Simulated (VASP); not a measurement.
A run of VASP 6.6.1 is set up as follows.

File INCAR:

```
SYSTEM = W
  PREC = Accurate
  ENCUT = 520
  EDIFF = 1E-6
  ISMEAR = -1
  SIGMA = 0.05
  LREAL = .False.
  LASPH = .True.
  NELM = 60
  ALGO = Normal
  ISIF = 2
  LWAVE = .False.
  LCHARG = .True.
  GGA = RE
  LELF = .True.
  LVHAR = .True.
  NBANDS = 13
```

Contents of KPOINTS:

```
Automatic mesh
0
Gamma
  12 12 12
  0 0 0
```

POSCAR

```
W
1.0
   -1.5972393508      1.5972393508      1.5972393508
    1.5972393508     -1.5972393508      1.5972393508
    1.5972393508      1.5972393508     -1.5972393508
W
1
Direct
    0.0000000000      0.0000000000      0.0000000000
```

Potentials or basis: VASP PAW PBE potentials, release 64 (W_sv).

Command:

```sh
$ cat potpaw_PBE.64/W_sv/POTCAR > POTCAR
$ mpirun -np 1 vasp_std > vasp.out
```

(1) Predict the pressure.

(2) Estimate the band gap on the k mesh.

## Answers

(1) 0.3 GPa.

(2) zero (band 7 reaches 16.07 eV, above the bottom of band 8 at 9.92 eV).

Caveat: the PAW data sets were made with another functional, which shifts forces and pressure a little; spin-orbit coupling is left out, which moves the levels of the heavy elements.
